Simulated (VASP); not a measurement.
A run of VASP 6.6.1 is set up as follows.

Contents of POSCAR:

```
KMgF3
1.0
    3.9060548032      0.0000000000      0.0000000000
    0.0000000000      3.9060548032      0.0000000000
    0.0000000000      0.0000000000      3.9060548032
K Mg F
1 1 3
Direct
    0.5000000000      0.5000000000      0.5000000000
    0.0000000000      0.0000000000      0.0000000000
    0.0000000000      0.0000000000      0.5000000000
    0.0000000000      0.5000000000      0.0000000000
    0.5000000000      0.0000000000      0.0000000000
```

Contents of INCAR.step1:

```
SYSTEM = KMgF3
ALGO = Normal
EDIFF = 1E-4
ENCUT = 520
GGA = PE
ISMEAR = -1
LASPH = .TRUE.
LCHARG = .FALSE.
LREAL = .FALSE.
LWAVE = .TRUE.
NBANDS = 24
NELM = 60
PREC = Accurate
SIGMA = 0.05
```

The input INCAR.step2:

```
SYSTEM = KMgF3
ALGO = Normal
EDIFF = 1E-6
ENCUT = 520
ISIF = 2
ISMEAR = -1
ISTART = 1
LASPH = .TRUE.
LCHARG = .FALSE.
LMIXTAU = .TRUE.
LREAL = .FALSE.
LWAVE = .FALSE.
METAGGA = R2SCAN
NBANDS = 24
NELM = 60
PREC = Accurate
SIGMA = 0.05
```

File KPOINTS:

```
k-points
0
G
  7 7 7
  0 0 0
```

Potentials or basis: VASP PAW PBE potentials, release 64 (K_sv, Mg, F).

The run is started by

```sh
$ cat potpaw_PBE.64/K_sv/POTCAR potpaw_PBE.64/Mg/POTCAR potpaw_PBE.64/F/POTCAR > POTCAR
$ cp INCAR.step1 INCAR
$ mpirun -np 1 vasp_std > vasp.out
$ cp INCAR.step2 INCAR
$ mpirun -np 1 vasp_std > vasp.out
```

Question: What does it give for the pressure?

Answer: 4.4 GPa.

Question: Predict the band gap on the k mesh.

Answer: 8.78 eV, indirect (least direct gap 9.07 eV).

Caveat: the PAW data sets were made with another functional, which shifts forces and pressure a little. r2SCAN opens gaps a little over a GGA but as a rule still falls short of measured ones.
